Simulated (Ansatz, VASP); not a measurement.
## Two plane-wave programs on AlN

```
Al N
1.0
    -0.15043    1.83592    1.83592
     1.83592   -0.15043    1.83592
     1.83592    1.83592   -0.15043
Al N
1 1
Direct
  0.50000 0.50000 0.50000
  0.00000 0.00000 0.00000
```

Alike in both runs: task single point; functional PBEsol; k mesh 10 × 10 × 10; occupations gaussian, width 0.05 eV; no spin polarisation.

|  | VASP | Ansatz |
| --- | --- | --- |
| version | VASP 6.6.1 | Ansatz 0.2.0 |
| potentials or method | VASP PAW PBE potentials, release 64 (Al, N), cutoff 520 eV | scalar-relativistic, plane waves, PAW |
| valence electrons in the cell | 8 | 8 |

```tsv
	VASP	Ansatz	Ansatz less VASP
gap on the k mesh at the Fermi level (eV)	2.92	2.92	+0.003
least direct gap on the mesh (eV)	6.21	6.21	+0.001
```

VASP's potentials were made for PBE, not for PBEsol, and Ansatz warns of the same on its side.
